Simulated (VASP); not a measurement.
# CuO (C2/c) in VASP: notebook, part 2 of 2

VASP 6.6.1. The steps go on from the part before.

## 5. Single point, PBE (strain +0.050 along x and y, -0.050 along z)

File INCAR:

```
PREC     = Accurate       # precision mode
ENCUT    = 520            # plane-wave cutoff, eV
EDIFF    = 1E-7           # SCF threshold, eV
ISMEAR   = 0              # smearing method
SIGMA    = 0.15           # smearing width, eV
LREAL    = F              # projectors in reciprocal space
LASPH    = T              # aspherical terms in the spheres
NELM     = 60             # most SCF steps
ALGO     = Normal         # electronic algorithm
ISIF     = 2              # what is computed and relaxed
LWAVE    = F              # write WAVECAR
LCHARG   = T              # write CHGCAR
GGA      = PE             # functional
LELF     = T              # ELF
LVHAR    = T            
NBANDS   = 25             # bands
```

File KPOINTS:

```
Automatic mesh
0
Gamma
  16 16 10
```

File POSCAR:

```
CuO
1.0
    2.1854908135     -2.1865399283      0.1548170333
    2.1854908135      2.1865399283      0.1548170333
   -0.4237088622      0.0000000000      4.8785102086
Cu O
2 2
Direct
    0.0000000000      0.5000000000      0.0000000000
    0.5000000000      0.0000000000      0.5000000000
    0.5000828497      0.4999171503      0.2500000000
    0.4999171503      0.5000828497      0.7500000000
```

Started as:

```bash
> cat potpaw_PBE.64/Cu/POTCAR potpaw_PBE.64/O/POTCAR > POTCAR
> mpirun -np 1 vasp_std > vasp.out
```

Wall time 9.5 min (1 thread of Oxide Virtual Turin-like, shared host); peak memory 0.66 GiB.

It converged, with:

```yaml
Free_energy: -19.6075 eV
Pressure: -2.5 GPa
Largest_force: 0.073 eV/Å
Band_gap_on_the_k_mesh: zero (band 17 reaches 5.02 eV, above the bottom of band 18 at 3.63 eV)
```

Forces in eV/Å, atoms in the order of the input:
```
Cu   0.000  0.000  0.000
Cu   0.000  0.000  0.000
O    0.000 -0.073  0.000
O    0.000  0.073  0.000
```

Stress tensor (GPa, compression positive):
```
-6.73  0.00 -0.33
 0.00 -6.64  0.00
-0.33  0.00  6.02
```

Levels at points of the mesh, in eV from the Fermi level:
| k point | band 13 | band 14 | band 15 | band 16 | band 17 | band 18 | band 19 | band 20 | band 21 | band 22 |
| --- | --- | --- | --- | --- | --- | --- | --- | --- | --- | --- |
| (0.00, 0.00, 0.00) | -2.34 | -2.27 | -1.58 | -1.58 | 0.68 | 0.69 | 1.20 | 5.87 | 7.36 | 11.83 |
| (0.50, 0.00, 0.00) | -2.40 | -1.83 | -1.59 | -1.55 | 0.25 | 0.52 | 4.31 | 5.42 | 5.92 | 10.35 |
| (0.50, 0.50, 0.00) | -2.39 | -2.26 | -1.66 | -1.33 | -1.33 | 1.00 | 1.79 | 7.56 | 9.41 | 9.43 |
| (0.00, 0.00, 0.50) | -2.04 | -2.04 | -1.66 | -1.66 | 0.11 | 0.11 | 3.17 | 3.17 | 11.73 | 11.73 |
| (0.50, 0.00, 0.50) | -2.42 | -2.28 | -1.98 | -1.84 | -0.35 | 0.66 | 4.38 | 5.67 | 7.78 | 7.85 |
| (0.50, 0.50, 0.50) | -1.73 | -1.73 | -1.56 | -1.56 | -0.70 | -0.70 | 3.85 | 3.85 | 9.70 | 9.70 |

Caveat: the cell differs from its parent crystal (strain +0.050 along x and y, -0.050 along z); semilocal functionals often make such compounds metallic where correlation or magnetic order opens a gap, which also shifts bond lengths.

## 6. Single point, PBE (strain +0.000 along x and y, +0.050 along z)

File INCAR:

```
ALGO = Normal ; EDIFF = 1E-6
ENCUT = 520 ; GGA = PE
ISIF = 2 ; ISMEAR = 0
LASPH = True ; LCHARG = False
LREAL = False ; LWAVE = False
NBANDS = 25 ; NELM = 60
PREC = Accurate ; SIGMA = 0.15
```

File KPOINTS:

```
k-points
0
Gamma
  16 16 10
```

File POSCAR:

```
CuO
1.0
    2.0814198224     -2.0824189793      0.1711135631
    2.0814198224      2.0824189793      0.1711135631
   -0.4035322497      0.0000000000      5.3920375990
Cu O
2 2
Direct
    0.0000000000      0.5000000000      0.0000000000
    0.5000000000      0.0000000000      0.5000000000
    0.5000828497      0.4999171503      0.2500000000
    0.4999171503      0.5000828497      0.7500000000
```

Potentials or basis: VASP PAW PBE potentials, release 64 (Cu, O).

Started as:

```bash
> cat potpaw_PBE.64/Cu/POTCAR potpaw_PBE.64/O/POTCAR > POTCAR
> mpirun -np 1 vasp_std > vasp.out
```

OUTCAR:

```text
EDIFF = 1E-6
   ENCUT = 520
   GGA = PE
   ISIF = 2
   ISMEAR = 0
   LASPH = True
   LREAL = False
   NELM = 60
   PREC = Accurate

 ion  position               nearest neighbor table
   1  0.000  0.500  0.000-   3 2.00   4 2.00   3 2.01   4 2.01
   2  0.500  0.000  0.500-   3 2.00   4 2.00   4 2.01   3 2.01
   3  0.500  0.500  0.250-   1 2.00   2 2.00   2 2.01   1 2.01
   4  0.500  0.500  0.750-   1 2.00   2 2.00   1 2.01   2 2.01

  LATTYP: Found a base centered monoclinic cell.
[... 875 lines left out ...]
  FORCE on cell =-STRESS in cart. coord.  units (eV):
  Direction    XX          YY          ZZ          XY          YZ          ZX
  --------------------------------------------------------------------------------------
  -------------------------------------------------------------------------------------
  Total       -1.3252942     -1.3067162     -4.0440277      0.0000000      0.0000000      0.1309747
  in kB      -45.1490240    -44.5161261   -137.7685844      0.0000000      0.0000000      4.4619367
  external PRESSURE =     -75.8112449 kB  Pullay stress =       0.0000000 kB

 VOLUME and BASIS-vectors are now :
 -----------------------------------------------------------------------------
  energy-cutoff  :      520.00
  volume of cell :       47.03
      direct lattice vectors                 reciprocal lattice vectors
     2.081419822 -2.082418979  0.171113563     0.238751724 -0.240105380  0.017867832
     2.081419822  2.082418979  0.171113563     0.238751724  0.240105380  0.017867832
    -0.403532250  0.000000000  5.392037599    -0.015153328  0.000000000  0.184324594

 POSITION                                       TOTAL-FORCE (eV/Angst)
 -----------------------------------------------------------------------------------
      1.04071      1.04121      0.08556         0.000000      0.000000      0.000000
      0.83894     -1.04121      2.78158         0.000000      0.000000      0.000000
      1.98054     -0.00035      1.51912        -0.000000      0.023244     -0.000000
      1.77877      0.00035      4.21514         0.000000     -0.023244      0.000000
 -----------------------------------------------------------------------------------
    total drift:                                0.000000      0.000000     -0.000000

  FREE ENERGIE OF THE ION-ELECTRON SYSTEM (eV)
  ---------------------------------------------------
  free  energy   TOTEN  =       -19.6527761128 eV

  energy  without entropy=      -19.6263164145  energy(sigma->0) =      -19.63954626
```

Run time: 8.6 min. Hardware: 1 thread of Oxide Virtual Turin-like, shared host; peak memory 0.67 GiB.

What came out:

| Quantity | Value |
| --- | --- |
| Free energy | -19.6528 eV |
| Pressure | -7.6 GPa |
| Largest force | 0.023 eV/Å |
| Band gap on the k mesh | zero (band 17 reaches 4.69 eV, above the bottom of band 18 at 3.64 eV) |

Forces in eV/Å, atoms in the order of the input:
```
Cu   0.000  0.000  0.000
Cu   0.000  0.000  0.000
O    0.000  0.023  0.000
O    0.000 -0.023  0.000
```

Stress tensor (GPa, compression positive):
```
 -4.51   0.00   0.45
  0.00  -4.45   0.00
  0.45   0.00 -13.78
```

Caveat: the cell differs from its parent crystal (strain +0.000 along x and y, +0.050 along z); semilocal functionals often make such compounds metallic where correlation or magnetic order opens a gap, which also shifts bond lengths.

## 7. Summary

| cell | gap on the mesh (eV) | pressure (GPa) | largest force (eV/Å) |
| --- | --- | --- | --- |
| a = 3.096, b = 3.096, c = 5.409 Å, angles 90.0, 90.0, 89.9°, 4 atoms | none | -15.4 | - |
| a = 2.801, b = 2.801, c = 4.894 Å, angles 90.0, 90.0, 89.9°, 4 atoms | none | 34.5 | - |
| a = 2.802, b = 2.802, c = 5.150 Å, angles 89.7, 89.7, 89.8°, 4 atoms | none | 17.8 | 0.07 |
| a = 3.095, b = 3.095, c = 4.897 Å, angles 90.6, 90.6, 89.9°, 4 atoms | none | -2.5 | 0.07 |
| a = 2.949, b = 2.949, c = 5.407 Å, angles 89.7, 89.7, 89.8°, 4 atoms | none | -7.6 | 0.02 |

Alike in all rows: task single point; level PBE; potentials or basis VASP PAW PBE potentials, release 64 (Cu, O); no spin polarisation; k mesh 16 × 16 × 10; cutoff (eV) 520; smearing gaussian 0.15 eV.

Caveats: semilocal functionals often make such compounds metallic where correlation or magnetic order opens a gap, which also shifts bond lengths.

Absolute energies hang on the potentials; compare differences alone.
